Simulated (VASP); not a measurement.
# Ta5C4 in VASP: relaxation of the atoms with LDA

Aim: the relaxation of the atoms of Ta5C4 with LDA.

Program: VASP 6.6.1. These are calculated values, not measurements. Logs are shortened: lines on timing, memory, paths and dates and some standing lists are left out, and cuts for length are marked.

## Step 1: The cell of the first run

The cell holds a slab with vacuum, 9 atoms: a = 3.149 Å, b = 3.149 Å, c = 30.286 Å, α = 90.00°, β = 90.00°, γ = 120.00°.

## Step 2: Relaxation of the atoms, LDA

Contents of INCAR:

```
PREC = Accurate
ENCUT = 520
EDIFF = 1E-7
ISMEAR = 0
SIGMA = 0.1
LREAL = False
LASPH = True
NELM = 120
ALGO = Normal
ISIF = 2
LWAVE = False
LCHARG = False
LDIPOL = True
IDIPOL = 3
DIPOL = 0.5 0.5 0.500
GGA = CA
IBRION = 2
NSW = 60
EDIFFG = -0.04
GGA_COMPAT = False
NELMIN = 4
NELMDL = -8
```

Contents of KPOINTS:

```
Automatic mesh
0
Gamma
  9 9 1
```

Contents of POSCAR:

```
Ta5C4
1.0
    3.1494536000      0.0000000000      0.0000000000
   -1.5747268000      2.7275068300      0.0000000000
    0.0000000000      0.0000000000     30.2860723920
Ta C
5 4
Selective dynamics
Direct
    0.6666666700      0.3333333300      0.3301847751  F F F
    0.3333333300      0.6666666700      0.4150923829  F F F
    0.0000000000      0.0000000000      0.5000000000  T T T
    0.6666666700      0.3333333300      0.5849076171  T T T
    0.3333333300      0.6666666700      0.6698152249  T T T
    0.0000000000      0.0000000000      0.3726385790  F F F
    0.6666666700      0.3333333300      0.4575461961  F F F
    0.3333333300      0.6666666700      0.5424538039  T T T
    0.0000000000      0.0000000000      0.6273614210  T T T
```

Potentials or basis: VASP PAW LDA potentials, release 64 (Ta_pv, C).

Run with:

```sh
$ cat potpaw_LDA.64/Ta_pv/POTCAR potpaw_LDA.64/C/POTCAR > POTCAR
$ mpirun -np 1 vasp_std > vasp.out
```

OUTCAR:

```text
PREC = Accurate
   ENCUT = 520
   EDIFF = 1E-7
   ISMEAR = 0
   LREAL = False
   LASPH = True
   NELM = 120
   ISIF = 2
   GGA = CA
   IBRION = 2
   NSW = 60
   EDIFFG = -0.04
   NELMIN = 4
   NELMDL = -8

 ion  position               nearest neighbor table
   1  0.667  0.333  0.330-   6 2.23   6 2.23   6 2.23   2 3.15   2 3.15   2 3.15
   2  0.333  0.667  0.415-   6 2.23   6 2.23   6 2.23   7 2.23   7 2.23   7 2.23   1 3.15   1 3.15
                             1 3.15   3 3.15   3 3.15   3 3.15
   3  0.000  0.000  0.500-   7 2.23   8 2.23   7 2.23   8 2.23   7 2.23   8 2.23   2 3.15   4 3.15
                             2 3.15   4 3.15   4 3.15   2 3.15
   4  0.667  0.333  0.585-   9 2.23   9 2.23   9 2.23   8 2.23   8 2.23   8 2.23   5 3.15   5 3.15
                             5 3.15   3 3.15   3 3.15   3 3.15
   5  0.333  0.667  0.670-   9 2.23   9 2.23   9 2.23   4 3.15   4 3.15   4 3.15
   6  0.000  0.000  0.373-   1 2.23   2 2.23   1 2.23   2 2.23   1 2.23   2 2.23
   7  0.667  0.333  0.458-   3 2.23   3 2.23   3 2.23   2 2.23   2 2.23   2 2.23
   8  0.333  0.667  0.542-   3 2.23   3 2.23   3 2.23   4 2.23   4 2.23   4 2.23
   9  0.000  0.000  0.627-   5 2.23   4 2.23   5 2.23   4 2.23   5 2.23   4 2.23

  LATTYP: Found a hexagonal cell.
 ALAT       =     3.1494536000
 C/A-ratio  =     9.6162942016

  Lattice vectors:

 A1 = (   3.1494536000,   0.0000000000,   0.0000000000)
 A2 = (  -1.5747268000,   2.7275068300,   0.0000000000)
 A3 = (   0.0000000000,   0.0000000000,  30.2860723920)

Analysis of symmetry for initial positions (statically):
=====================================================================
 Subroutine PRICEL returns:
 Original cell was already a primitive cell.

 Routine SETGRP: Setting up the symmetry group for a
 hexagonal supercell.

 Subroutine GETGRP returns: Found 12 space group operations
 (whereof 12 operations were pure point group operations)
 out of a pool of 24 trial point group operations.

The static configuration has the point symmetry D_3d.

Analysis of symmetry for dynamics (positions and initial velocities):
=====================================================================
 Subroutine PRICEL returns:
 Original cell was already a primitive cell.

 Routine SETGRP: Setting up the symmetry group for a
 hexagonal supercell.

 Subroutine GETGRP returns: Found 12 space group operations
 (whereof 12 operations were pure point group operations)
 out of a pool of 24 trial point group operations.

The dynamic configuration has the point symmetry D_3d.

Analysis of constrained symmetry for selective dynamics:
=====================================================================
 Subroutine PRICEL returns:
 Original cell was already a primitive cell.

 Routine SETGRP: Setting up the symmetry group for a
 hexagonal supercell.

 Subroutine GETGRP returns: Found  6 space group operations
 (whereof  6 operations were pure point group operations)
 out of a pool of 24 trial point group operations.

The constrained configuration has the point symmetry C_3v.

 Subroutine INISYM returns: Found  6 space group operations
 (whereof  6 operations are pure point group operations),
 and found     1 'primitive' translations

----------------------------------------------------------------------------------------

                                     Primitive cell

  volume of cell :     260.1621

  direct lattice vectors                    reciprocal lattice vectors
     3.149453600  0.000000000  0.000000000     0.317515394  0.183317598  0.000000000
    -1.574726800  2.727506830  0.000000000     0.000000000  0.366635196  0.000000000
     0.000000000  0.000000000 30.286072392     0.000000000  0.000000000  0.033018478

  length of vectors
     3.149453600  3.149453604 30.286072392     0.366635196  0.366635196  0.033018478

  position of ions in fractional coordinates (direct lattice)
[... 77 lines left out ...]
   LASPH  =      T    aspherical Exc in radial PAW
   ENCUT  =  520.0 eV  38.22 Ry    6.18 a.u.   5.86  5.86 56.31*2*pi/ulx,y,z
   NELM   =    120;   NELMIN=  4; NELMDL= -8     # of ELM steps
   EDIFF  = 0.1E-06   stopping-criterion for ELM
   LREAL  =      F    real-space projection
   EDIFFG = -.4E-01   stopping-criterion for IOM
   NSW    =     60    number of steps for IOM
   IBRION =      2    ionic relax: 0-MD 1-quasi-New 2-CG
   NFREE  =      1    steps in history (QN), initial steepest desc. (CG)
   ISIF   =      2    stress and relaxation
   ISYM   =      2    0-nonsym 1-usesym 2-fastsym
   POTIM  = 0.5000    time-step for ionic-motion
   TEBEG  =    0.0;   TEEND  =   0.0 temperature during run
   PSTRESS=    0.0 pullay stress
   NELECT =      71.0000    total number of electrons
   NUPDOWN=      -1.0000    fix difference up-down
   EMIN   =  10.00;   EMAX   =-10.00  energy-range for DOS
   EFERMI =   0.00;   METHOD = LEGACY
   ISMEAR =     0;   SIGMA  =   0.10  broadening in eV -4-tet -1-fermi 0-gaus
   EFERMI_NEDOS =   21; number of points for ismear=-14 and -15
   IALGO  =     38    algorithm
   IMIX   =      4    mixing-type and parameters
     AMIX     =   0.40;   BMIX     =  1.00
     AMIX_MAG =   1.60;   BMIX_MAG =  1.00
  volume/ion in A,a.u.               =      28.91       195.07
  Fermi-wavevector in a.u.,A,eV,Ry     =   1.061890  2.006681 15.342076  1.127611
  Thomas-Fermi vector in A             =   2.197322
   LORBIT       =      0    0 simple, 1 ext, 2 COOP (PROOUT), +10 PAW based schemes
   GGA     = CA    functional components
   LHFCALC =     F    Hartree Fock is set to
   AEXX    =    0.0000 exact exchange contribution
   IVDW    =     0    specifies the selected vdW correction
   LEPSILON=     F    determine dielectric tensor
   LRPA    =     F    only Hartree local field effects (RPA)
 conjugate gradient relaxation of ions
 non-spin polarized calculation
 Gauss-broadening in eV      SIGMA  =   0.10
  energy-cutoff  :      520.00
  volume of cell :      260.16
 maximum number of plane-waves:      7038
 NGX is ok and might be reduce to    24
   NGX = 11   NGY = 11   NGZ =113

--------------------------------------- Ionic step        1  -------------------------------------------

 number of electron      70.9999995 magnetization

 Free energy of the ion-electron system (eV)
  ---------------------------------------------------
  ext. energy  EPLUGINS =         0.00000000
  ---------------------------------------------------
  free energy    TOTEN  =      -107.04187038 eV

  energy without entropy =     -107.00798263  energy(sigma->0) =     -107.02492650

------------------------ aborting loop because EDIFF is reached ----------------------------------------

  FORCE on cell =-STRESS in cart. coord.  units (eV):
  Direction    XX          YY          ZZ          XY          YZ          ZX
  --------------------------------------------------------------------------------------
  -------------------------------------------------------------------------------------
  Total      -12.3953421    -12.3953421     -8.9022142      0.0000000      0.0000000      0.0000000
  in kB      -76.3352411    -76.3352413    -54.8232281      0.0000000      0.0000000      0.0000000
  external PRESSURE =     -69.1645702 kB  Pullay stress =       0.0000000 kB
[... 110 lines left out ...]
  FREE ENERGIE OF THE ION-ELECTRON SYSTEM (eV)
  ---------------------------------------------------
  free  energy   TOTEN  =      -107.2546068677 eV

  energy  without entropy=     -107.2220272207  energy(sigma->0) =     -107.23831704

[... ionic steps 4 to 7 ...]

--------------------------------------- Ionic step        8  -------------------------------------------

 number of electron      70.9999995 magnetization

------------------------ aborting loop because EDIFF is reached ----------------------------------------
[... 40 lines left out ...]
 number of electron      70.9999996 magnetization

------------------------ aborting loop because EDIFF is reached ----------------------------------------

 vacuum level on the upper side and lower side of the slab       (xc-potential included)        -0.089         0.028

  FORCE on cell =-STRESS in cart. coord.  units (eV):
  Direction    XX          YY          ZZ          XY          YZ          ZX
  --------------------------------------------------------------------------------------
  -------------------------------------------------------------------------------------
  Total       -9.0250567     -9.0250567     -4.9578134     -0.0000000      0.0000000      0.0000000
  in kB      -55.5797389    -55.5797391    -30.5321044     -0.0000000      0.0000000      0.0000000
  external PRESSURE =     -47.2305275 kB  Pullay stress =       0.0000000 kB
[... 24 lines left out ...]
  FREE ENERGIE OF THE ION-ELECTRON SYSTEM (eV)
  ---------------------------------------------------
  free  energy   TOTEN  =      -107.2754112041 eV

  energy  without entropy=     -107.2426134882  energy(sigma->0) =     -107.25901235

 dipolmoment           0.000000      0.000000      0.003780 electrons x Angstroem

--------------------------------------- Ionic step       10  -------------------------------------------

 number of electron      70.9999995 magnetization

 dipolmoment           0.000000      0.000000     -0.007708 electrons x Angstroem

 Free energy of the ion-electron system (eV)
  ---------------------------------------------------
  ext. energy  EPLUGINS =         0.00000000
  ---------------------------------------------------
  free energy    TOTEN  =      -107.27646673 eV

  energy without entropy =     -107.24465115  energy(sigma->0) =     -107.26055894

 E-fermi :   0.3706     XC(G=0):  -6.1694

 val. band max:        0.3589403968   @ k =   0.4444   0.1111   0.0000
 cond. band min:       0.4272824247   @ k =   0.2222  -0.0000   0.0000
 fundamental gap:      0.0683420279
 Fermi energy:         0.3706427537

 k-point     1 :       0.0000    0.0000    0.0000
  band No.  band energies     occupation
      1     -35.2944      2.00000
      2     -34.9145      2.00000
      3     -34.8283      2.00000
      4     -34.8283      2.00000
      5     -34.7603      2.00000
      6     -34.5344      2.00000
[... 529 lines left out ...]
     41       2.5784      0.00000
     42       2.7020      0.00000

------------------------ aborting loop because EDIFF is reached ----------------------------------------

 vacuum level on the upper side and lower side of the slab       (xc-potential included)        -0.170        -0.029

  FORCE on cell =-STRESS in cart. coord.  units (eV):
  Direction    XX          YY          ZZ          XY          YZ          ZX
  --------------------------------------------------------------------------------------
  -------------------------------------------------------------------------------------
  Total       -8.7721044     -8.7721044     -4.7074485      0.0000000      0.0000000     -0.0000000
  in kB      -54.0219624    -54.0219625    -28.9902620      0.0000000      0.0000000     -0.0000000
  external PRESSURE =     -45.6780623 kB  Pullay stress =       0.0000000 kB
[... 24 lines left out ...]
  FREE ENERGIE OF THE ION-ELECTRON SYSTEM (eV)
  ---------------------------------------------------
  free  energy   TOTEN  =      -107.2764667267 eV

  energy  without entropy=     -107.2446511477  energy(sigma->0) =     -107.26055894

 reached required accuracy - stopping structural energy minimisation

 vacuum level on the upper side and lower side of the slab         5.201         5.339
```

Run time: 44 min. Hardware: 1 thread of Oxide Virtual Turin-like, shared host; peak memory 0.32 GiB.

What came out:

```
Free energy               : -107.2765 eV
Energy gained by relaxing : 26.1 meV/atom
Ionic steps               : 10
Band gap on the k mesh    : zero (an odd number of electrons rules out a gap without spin polarisation)
```

Step by step:
| step | energy change (eV) | largest force on free atoms (eV/Å) | pressure (GPa) |
| --- | --- | --- | --- |
| 1 | 0.0000 | 2.2586 | -6.92 |
| 2 | -0.2110 | 0.3973 | -5.69 |
| 3 | -0.2127 | 0.3859 | -5.54 |
| 4 | -0.2208 | 0.1549 | -5.40 |
| 5 | -0.2215 | 0.1781 | -5.35 |
| 6 | -0.2242 | 0.1320 | -5.24 |
| 7 | -0.2284 | 0.1851 | -4.91 |
| 8 | -0.2308 | 0.1177 | -4.87 |
| 9 | -0.2335 | 0.1277 | -4.72 |
| 10 | -0.2346 | 0.0372 | -4.57 |

Final structure:
```
CELL_PARAMETERS angstrom
3.14945 0.00000 0.00000
-1.57473 2.72751 0.00000
0.00000 0.00000 30.28607
ATOMIC_POSITIONS crystal
Ta 0.66667 0.33333 0.33018
Ta 0.33333 0.66667 0.41509
Ta 0.00000 0.00000 0.49959
Ta 0.66667 0.33333 0.58378
Ta 0.33333 0.66667 0.66303
C 0.00000 0.00000 0.37264
C 0.66667 0.33333 0.45755
C 0.33333 0.66667 0.54129
C 0.00000 0.00000 0.62734
```

Caveat: spin-orbit coupling is left out, which moves the levels of the heavy elements; an odd number of electrons without spin polarisation forces a metal; a magnetic or distorted state may lie lower.

The gap in the log of VASP goes by the Fermi energy; the results here count the filled bands.